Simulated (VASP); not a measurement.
TiO: relaxation of cell and atoms with PBEsol

The system is TiO.

```
Ti O
1.0
     4.98909    0.00000    0.00000
    -2.49454    4.32068    0.00000
     0.00000    0.00000    2.87331
Ti O
3 3
Direct
  0.66667 0.33333 0.50000
  0.33333 0.66667 0.50000
  0.00000 0.00000 0.00000
  0.60556 0.60556 0.00000
  0.39444 0.00000 0.00000
  0.00000 0.39444 0.00000
```

- Program: VASP 6.6.1
- Task: relaxation of cell and atoms
- Functional: PBEsol
- Potentials or basis: VASP PAW PBE potentials, release 64 (Ti_sv, O)
- Cutoff: 600 eV
- k mesh: 3 × 3 × 2
- Occupations: gaussian, width 0.1 eV
- Spin: no spin polarisation
- Dipole correction: no
- Further INCAR settings: ALGO = Normal; EDIFF = 1e-07; IBRION = 2; EDIFFG = -0.01; NSW = 80; ISIF = 3

The relaxed volume is 9.95 Å³/atom and the relaxed cell is a = 5.038 Å, b = 5.038 Å, c = 2.717 Å, α = 90.00°, β = 90.00°, γ = 120.00°. The space group after relaxing (to 0.05 Å) is P-62m (No. 189). The energy gained by relaxing is 38.6 meV/atom, the ionic steps are 8 and the pressure after relaxing is 0.0 GPa. The largest force after relaxing is 0.004 eV/Å and the band gap on the k mesh is zero (band 27 reaches 11.99 eV, above the bottom of band 28 at 10.10 eV).

Forces in eV/Å, atoms in the order of the input:
```
Ti   0.000  0.000  0.000
Ti   0.000  0.000  0.000
Ti   0.000  0.000  0.000
O    0.002  0.004  0.000
O   -0.004  0.000  0.000
O    0.002 -0.004  0.000
```

The path:
```tsv
step	energy change (eV)	largest force (eV/Å)	pressure (GPa)	volume (Å³)
1	0.0000	0.2085	-7.24	61.94
2	-0.1794	0.0532	8.78	57.77
3	-0.2038	0.1055	4.25	58.77
4	-0.2228	0.0856	-1.81	60.15
5	-0.2314	0.0259	0.25	59.65
6	-0.2315	0.0097	-0.12	59.74
7	-0.2315	0.0131	-0.04	59.73
8	-0.2316	0.0042	0.00	59.72
```

Final structure:
```
Ti O
1.0
     5.03793    0.00000    0.00000
    -2.51897    4.36298    0.00000
     0.00000    0.00000    2.71678
Ti O
3 3
Direct
  0.66667 0.33333 0.50000
  0.33333 0.66667 0.50000
  0.00000 0.00000 0.00000
  0.60349 0.60349 0.00000
  0.39651 0.00000 0.00000
  0.00000 0.39651 0.00000
```

Levels at points of the mesh, in eV from the Fermi level:
```
           k point  band 25  band 26  band 27  band 28  band 29  band 30
(0.00, 0.00, 0.00)    -3.33    -1.29    -1.00    -1.00     0.55     0.55
(0.00, 0.00, 0.50)    -2.07    -2.07     0.88     0.88     1.08     1.08
```

It took 92 s on 1 thread of Intel(R) Xeon(R) Platinum 8488C (Sapphire Rapids) (shared host), peak memory 0.19 GiB.

Caveat: the k points lie up to 1.16 Å⁻¹ apart in the final cell; the PAW data sets were made with another functional, which shifts forces and pressure a little; semilocal functionals often make such compounds metallic where correlation or magnetic order opens a gap, which also shifts bond lengths.
